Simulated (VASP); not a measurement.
# Li2O (Fm-3m) in VASP: further runs, part 2 of 2

VASP 6.6.1.

**3. G0W0 quasiparticle levels, PBE**

The input, POSCAR:

```
Li2O
1.0
    0.0000000000      2.2863690190      2.2863690190
    2.2863690190      0.0000000000      2.2863690190
    2.2863690190      2.2863690190      0.0000000000
Li O
2 1
Direct
    0.2500000000      0.2500000000      0.2500000000
    0.7500000000      0.7500000000      0.7500000000
    0.0000000000      0.0000000000      0.0000000000
```

The input, INCAR.step1:

```
SYSTEM = Li2O
ALGO = Normal ; EDIFF = 1E-8
ENCUT = 500 ; GGA = PE
ISMEAR = 0 ; LASPH = .True.
LCHARG = .False. ; LREAL = .False.
LWAVE = .True. ; NELM = 60
PREC = Accurate ; SIGMA = 0.01
```

The input, INCAR.step2:

```
SYSTEM = Li2O
ALGO = Exact ; EDIFF = 1E-8
ENCUT = 500 ; GGA = PE
ISMEAR = 0 ; ISTART = 1
LASPH = .True. ; LCHARG = .False.
LOPTICS = .True. ; LREAL = .False.
LWAVE = .True. ; NBANDS = 42
NELM = 1 ; PREC = Accurate
SIGMA = 0.01
```

The input, INCAR.step3:

```
SYSTEM = Li2O
ALGO = EVGW0 ; EDIFF = 1E-8
ENCUT = 500 ; ENCUTGW = 80.0
GGA = PE ; ISMEAR = 0
ISTART = 1 ; LASPH = .True.
LCHARG = .False. ; LREAL = .False.
LWAVE = .False. ; NBANDS = 42
NBANDSGW = 12 ; NELMGW = 1
NOMEGA = 48 ; PREC = Accurate
PRECFOCK = Fast ; SIGMA = 0.01
```

The input, KPOINTS:

```
k-points
0
Gamma
  6 6 6
  0 0 0
```

Potentials or basis: VASP PAW PBE potentials, release 64 (Li_GW, O_GW).

The run is started by

```sh
$ cat potpaw_PBE.64/Li_GW/POTCAR potpaw_PBE.64/O_GW/POTCAR > POTCAR
$ cp INCAR.step1 INCAR
$ mpirun -np 1 vasp_std > vasp.out
$ cp INCAR.step2 INCAR
$ mpirun -np 1 vasp_std > vasp.out
$ cp INCAR.step3 INCAR
$ mpirun -np 1 vasp_std > vasp.out
```

OUTCAR:

```text
SYSTEM = Li2O
   EDIFF = 1E-8
   ENCUT = 500
   ENCUTGW = 80.0
   GGA = PE
   ISMEAR = 0
   ISTART = 1
   LASPH = .True.
   LREAL = .False.
   NELMGW = 1
   PREC = Accurate
   PRECFOCK = Fast

 ion  position               nearest neighbor table
   1  0.250  0.250  0.250-   3 1.98   3 1.98   3 1.98   3 1.98   2 2.29   2 2.29   2 2.29   2 2.29
                             2 2.29   2 2.29
   2  0.750  0.750  0.750-   3 1.98   3 1.98   3 1.98   3 1.98   1 2.29   1 2.29   1 2.29   1 2.29
                             1 2.29   1 2.29
   3  0.000  0.000  0.000-   2 1.98   2 1.98   2 1.98   1 1.98   1 1.98   1 1.98   2 1.98   1 1.98

  LATTYP: Found a face centered cubic cell.
 ALAT       =     4.5727380380

  Lattice vectors:

 A1 = (   0.0000000000,   2.2863690190,   2.2863690190)
 A2 = (   2.2863690190,   0.0000000000,   2.2863690190)
 A3 = (   2.2863690190,   2.2863690190,   0.0000000000)

Analysis of symmetry for initial positions (statically):
=====================================================================
 Subroutine PRICEL returns:
 Original cell was already a primitive cell.

 Routine SETGRP: Setting up the symmetry group for a
 face centered cubic supercell.

 Subroutine GETGRP returns: Found 48 space group operations
 (whereof 48 operations were pure point group operations)
 out of a pool of 48 trial point group operations.

The static configuration has the point symmetry O_h .

Analysis of symmetry for dynamics (positions and initial velocities):
=====================================================================
 Subroutine PRICEL returns:
 Original cell was already a primitive cell.

 Routine SETGRP: Setting up the symmetry group for a
 face centered cubic supercell.

 Subroutine GETGRP returns: Found 48 space group operations
 (whereof 48 operations were pure point group operations)
 out of a pool of 48 trial point group operations.

The dynamic configuration has the point symmetry O_h .

 Subroutine INISYM returns: Found 48 space group operations
 (whereof 48 operations are pure point group operations),
 and found     1 'primitive' translations

----------------------------------------------------------------------------------------

                                     Primitive cell

  volume of cell :      23.9039

  direct lattice vectors                    reciprocal lattice vectors
     0.000000000  2.286369019  2.286369019    -0.218687358  0.218687358  0.218687358
     2.286369019  0.000000000  2.286369019     0.218687358 -0.218687358  0.218687358
     2.286369019  2.286369019  0.000000000     0.218687358  0.218687358 -0.218687358

  length of vectors
     3.233414075  3.233414075  3.233414075     0.378777615  0.378777615  0.378777615

  position of ions in fractional coordinates (direct lattice)
     0.250000000  0.250000000  0.250000000
     0.750000000  0.750000000  0.750000000
     0.000000000  0.000000000  0.000000000

  ion indices of the primitive-cell ions
   primitive index   ion index
[... 29 lines left out ...]

 Following reciprocal coordinates:
            Coordinates               Weight
  0.000000  0.000000  0.000000      1.000000
  0.166667  0.000000  0.000000      8.000000
  0.333333  0.000000  0.000000      8.000000
  0.500000  0.000000  0.000000      4.000000
  0.166667  0.166667  0.000000      6.000000
  0.333333  0.166667  0.000000     24.000000
[... 8 lines left out ...]
 -0.333333  0.333333  0.166667     24.000000
 -0.333333  0.500000  0.166667     12.000000
   k-points           NKPTS =     16   k-points in BZ     NKDIM =    216   number of bands    NBANDS=     42
   number of dos      NEDOS =    301   number of ions     NIONS =      3
   total plane-waves  NPLWV =  13824
   dimension x,y,z NGX =    24 NGY =   24 NGZ =   24
   dimension x,y,z NGXF=    48 NGYF=   48 NGZF=   48
   ions per type =               2   1
   NGX,Y,Z   is equivalent  to a cutoff of  12.34, 12.34, 12.34 a.u.
   NGXF,Y,Z  is equivalent  to a cutoff of  24.68, 24.68, 24.68 a.u.
 SYSTEM =  Li2O
   PREC   = accura    normal or accurate (medium, high low for compatibility)
   ISTART =      1    job   : 0-new  1-cont  2-samecut
   ICHARG =      0    charge: 1-file 2-atom 10-const
   ISPIN  =      1    spin polarized calculation?
   LNONCOLLINEAR =      F non collinear calculations
   LSORBIT =      F    spin-orbit coupling
   LASPH  =      T    aspherical Exc in radial PAW
   ENCUT  =  500.0 eV  36.75 Ry    6.06 a.u.   5.90  5.90  5.90*2*pi/ulx,y,z
   NELM   =     60;   NELMIN=  2; NELMDL=  0     # of ELM steps
   EDIFF  = 0.1E-07   stopping-criterion for ELM
   LREAL  =      F    real-space projection
   EDIFFG = 0.1E-06   stopping-criterion for IOM
   NSW    =      0    number of steps for IOM
   IBRION =     -1    ionic relax: 0-MD 1-quasi-New 2-CG
   NFREE  =      0    steps in history (QN), initial steepest desc. (CG)
   ISIF   =      0    stress and relaxation
   ISYM   =      3    0-nonsym 1-usesym 2-fastsym
   POTIM  = 0.5000    time-step for ionic-motion
   TEBEG  =    0.0;   TEEND  =   0.0 temperature during run
   PSTRESS=    0.0 pullay stress
   NELECT =       8.0000    total number of electrons
   NUPDOWN=      -1.0000    fix difference up-down
   EMIN   =  10.00;   EMAX   =-10.00  energy-range for DOS
   EFERMI =   0.00;   METHOD = LEGACY
   ISMEAR =     0;   SIGMA  =   0.01  broadening in eV -4-tet -1-fermi 0-gaus
   EFERMI_NEDOS =   21; number of points for ismear=-14 and -15
   IALGO  =     38    algorithm
   IMIX   =      4    mixing-type and parameters
     AMIX     =   0.40;   BMIX     =  1.00
     AMIX_MAG =   1.60;   BMIX_MAG =  1.00
  volume/ion in A,a.u.               =       7.97        53.77
  Fermi-wavevector in a.u.,A,eV,Ry     =   1.136620  2.147900 17.577425  1.291904
  Thomas-Fermi vector in A             =   2.273325
   LORBIT       =      0    0 simple, 1 ext, 2 COOP (PROOUT), +10 PAW based schemes
   GGA     = PE    functional components
   LHFCALC =     T    Hartree Fock is set to
   PRECFOCK=fast      Normal, Fast or Accurate (Low or Medium for compatibility)
   ENCUT4O =  -1.0   cutoff for four orbital integrals eV
   NKREDX  =     1    reduce k-point grid by
   NKREDY  =     1    reduce k-point grid by
   NKREDZ  =     1    reduce k-point grid by
   AEXX    =    1.0000 exact exchange contribution
   HFSCREEN=    0.0000 screening length (either q_TF or 0.3 A-1)
   HFSCREENC=   0.0000 screening length for correlation (either q_TF or 0.3 A-1)
   ENCUTFOCK=  -1.0 apply spherical cutoff to Coloumb kernel
   IVDW    =     0    specifies the selected vdW correction
   LEPSILON=     F    determine dielectric tensor
   LRPA    =     F    only Hartree local field effects (RPA)
   LRPAFORCE           =     F    calculate RPA forces
   ENCUTGW             =  80.0    cutoff for response function in eV
   ENCUTGWSOFT         =  64.0    soft cutoff for Coulomb kernel in GW response function in eV
   ENCUTLF             =  -1.0    cutoff for local field effects
   NELMGW              =     1    number of iterations in solving QP/BSE equation
   NELMHF              =     1    number of iterations in the inner HF iteration
   NKREDLFX            =     1    NKREDLFY  =   1   NKREDLFZ  =   1
 non-spin polarized calculation
 Gauss-broadening in eV      SIGMA  =   0.01
  energy-cutoff  :      500.00
  volume of cell :       23.90
 maximum number of plane-waves:       620
  NGX = 14; NGY = 14; NGZ = 14
   NGX = 11   NGY = 11   NGZ = 11
 maximum number of plane-waves:        51
 NGX is ok and might be reduce to    10

 QP shifts <psi_nk| G(iteration)W_0 |psi_nk>: iteration 1
 for sc-GW calculations column KS-energies equals QP-energies in previous step
 and V_xc(KS)=  KS-energies - (<T + V_ion + V_H > + <T+V_H+V_ion>^1  + <V_x>^1)

 k-point   1 :       0.0000    0.0000    0.0000
  band No.  KS-energies  QP-energies   sigma(KS)   V_xc(KS)     V^pw_x(r,r')   Z            occupation Imag(sigma)

      1     -17.7554     -20.0888     -22.2182     -18.9989     -30.5857       0.7248       2.0000       1.2022
      2      -2.2051      -3.3833     -20.5760     -19.0486     -24.6458       0.7714       2.0000       0.1505
      3      -2.2051      -3.3833     -20.5760     -19.0486     -24.6458       0.7714       2.0000       0.1505
      4      -2.2051      -3.3833     -20.5760     -19.0486     -24.6458       0.7714       2.0000       0.1505
      5       3.3019       4.2772      -8.2199      -9.3959      -4.8683       0.8293       0.0000      -0.1082
      6       9.9293      11.5292      -6.2914      -8.2077      -2.5648       0.8349       0.0000      -0.1228
      7       9.9293      11.5292      -6.2914      -8.2077      -2.5648       0.8349       0.0000      -0.1228
      8       9.9293      11.5292      -6.2914      -8.2077      -2.5648       0.8349       0.0000      -0.1228
      9      17.1733      18.1409      -6.0780      -7.3026      -1.2426       0.7901       0.0000      -0.6711
     10      17.1733      18.1409      -6.0780      -7.3026      -1.2426       0.7901       0.0000      -0.6711
     11      17.1733      18.1409      -6.0780      -7.3026      -1.2426       0.7901       0.0000      -0.6711
     12      19.4805      20.9584      -7.1621      -8.9066      -2.8632       0.8472       0.0000      -0.6472
[... 228 lines left out ...]
      1     -17.4304     -19.7228     -22.6540     -19.5667     -31.0281       0.7425       2.0000       1.1430
      2      -3.9912      -5.4533     -17.7989     -15.8828     -21.6891       0.7630       2.0000       0.1824
      3      -3.7835      -5.3217     -18.7380     -16.7095     -22.8687       0.7583       2.0000       0.1844
      4      -3.6839      -5.1422     -18.7570     -16.8384     -22.8387       0.7601       2.0000       0.1802
      5       4.3333       5.4622      -8.3639      -9.7326      -5.2384       0.8248       0.0000      -0.1083
      6       9.4011      10.9917      -8.1773     -10.1539      -4.1537       0.8047       0.0000      -0.1880
      7      11.9537      13.8054      -9.6978     -12.0460      -5.3798       0.7886       0.0000      -0.2957
      8      12.5913      14.4262     -10.1989     -12.5406      -5.7553       0.7836       0.0000      -0.3475
      9      14.9575      16.3778      -6.6708      -8.4281      -2.4853       0.8082       0.0000      -0.2365
     10      18.1602      19.7955      -6.4850      -8.4792      -2.0432       0.8200       0.0000      -0.4178
     11      20.2986      22.2576      -7.8801     -10.2002      -3.1605       0.8443       0.0000      -0.8400
     12      22.2890      24.4877      -6.3997      -9.0731      -2.0308       0.8224       0.0000      -0.4648
```

It took 1.9 min on 1 thread of AMD EPYC 9R45 (Zen 5), shared host; peak memory 0.25 GiB.

What came out:

* Quasiparticle gap: 7.14 eV
* Least direct quasiparticle gap: 7.66 eV
* Band gap of the starting levels on the mesh: 5.04 eV
* Least direct gap of the starting levels on the mesh: 5.51 eV

Caveat: the k points lie up to 0.40 Å⁻¹ apart; bands, screening cutoff and mesh are small and nothing is extrapolated, so the quasiparticle values aren't converged.
